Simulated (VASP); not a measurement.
A run of VASP 6.6.1 is set up as follows.

Contents of INCAR:

```
  PREC = Accurate
  ENCUT = 600
  EDIFF = 1E-8
  ISMEAR = -1
  SIGMA = 0.05
  LREAL = F
  LASPH = T
  NELM = 100
  ALGO = Normal
  ISIF = 3
  LWAVE = F
  LCHARG = F
  GGA = PS
  NBANDS = 18
  IBRION = 6
  NFREE = 2
  POTIM = 0.015
  NSW = 1
```

File KPOINTS:

```
regular mesh
0
Gamma
  5 5 5
```

Contents of POSCAR:

```
BiTe
1.0
    2.4227077728      1.3987509848      3.3172919545
   -2.4227077728      1.3987509848      3.3172919545
    0.0000000000     -2.7975019696      3.3172919545
Bi Te
1 1
Direct
    0.5000000000      0.5000000000      0.5000000000
    0.0000000000      0.0000000000      0.0000000000
```

Potentials or basis: VASP PAW PBE potentials, release 64 (Bi_d, Te).

Launch:

```console
$ cat potpaw_PBE.64/Bi_d/POTCAR potpaw_PBE.64/Te/POTCAR > POTCAR
$ mpirun -np 1 vasp_std > vasp.out
```

Task: Estimate the Voigt bulk modulus.

Result: 46 GPa.

Task: What does it give for the highest phonon frequency at Γ, LO-TO splitting left out?

Result: 87 cm⁻¹.

Elastic tensor in Voigt notation (GPa, in the Cartesian axes of the cell as first typed):
```
 82  36  36 -24   0   0
 36  82  36  24   0   0
 36  36  34   0   0   0
-24  24   0  38   0   0
  0   0   0   0  38 -24
  0   0   0   0 -24  23
```

Caveat: the cell is under stress, which shifts elastic constants; the PAW data sets were made with another functional, which shifts forces and pressure a little.
